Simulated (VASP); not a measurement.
Ga4P4H (a cell with a defect): single point with PBE

The system is Ga4P4H (a cell with a defect).

```
CELL_PARAMETERS angstrom
0.00000 -5.50512 0.00000
0.00000 0.00000 5.50512
-5.50512 0.00000 0.00000
ATOMIC_POSITIONS crystal
Ga 0.00000 0.50000 0.50000
Ga 0.50000 0.50000 0.00000
Ga 0.00000 0.00000 0.00000
Ga 0.50000 0.00000 0.50000
P 0.25194 0.25194 0.25194
P 0.74806 0.25194 0.74806
P 0.25194 0.74806 0.74806
P 0.74806 0.74806 0.25194
H 0.50000 0.50000 0.50000
```

This cell differs from its parent crystal: with an interstitial atom, then relaxed in part.

```yaml
Program: VASP 6.6.1
Task: single point
Functional: PBE
Potentials_or_basis: VASP PAW PBE potentials, release 64 (Ga_d, P, H)
Cutoff: 520 eV
k_mesh: 3 × 3 × 3
Occupations: gaussian, width 0.01 eV
Spin: collinear spin
Starting_moments: "[0.125, 0.125, 0.0, 0.125, 0.125, 0.125, 0.125, 0.125, 0.125] μB"
Dipole_correction: no
Further_INCAR_settings: ALGO = Normal; EDIFF = 1e-06; NBANDS = 50
```

```yaml
Pressure: 0.8 GPa
Net_moment: 0.11 μB per cell
Site_moments: Ga +0.00, +0.01 (each value once); P +0.00; H +0.03 μB
Valence_electrons_inside_the_program's_atomic_spheres: Ga 11.69, 11.68 (each value once); P 2.52; H 0.41
```

Forces in eV/Å, atoms in the order of the input:
```
Ga   0.000  0.000  0.000
Ga   0.000  0.000  0.000
Ga   0.000  0.000  0.000
Ga   0.000  0.000  0.000
P   -0.001 -0.001  0.001
P    0.001  0.001  0.001
P    0.001 -0.001 -0.001
P   -0.001  0.001 -0.001
H    0.000  0.000  0.000
```

Levels at points of the mesh, in eV from the Fermi level:
Spin up:
```csv
k point,band 35,band 36,band 37,band 38,band 39,band 40
"(0.00, 0.00, 0.00)",-0.26,-0.26,-0.26,1.34,1.44,1.44
```
Spin down:
```csv
k point,band 35,band 36,band 37,band 38,band 39,band 40
"(0.00, 0.00, 0.00)",-0.25,-0.25,-0.25,1.35,1.45,1.45
```

It took 64 s on 1 thread of Intel(R) Xeon(R) Platinum 8488C (Sapphire Rapids), with other jobs on the host, peak memory 0.32 GiB.

Caveat: the k points lie up to 0.38 Å⁻¹ apart; the cell differs from its parent crystal (with an interstitial atom, then relaxed in part).
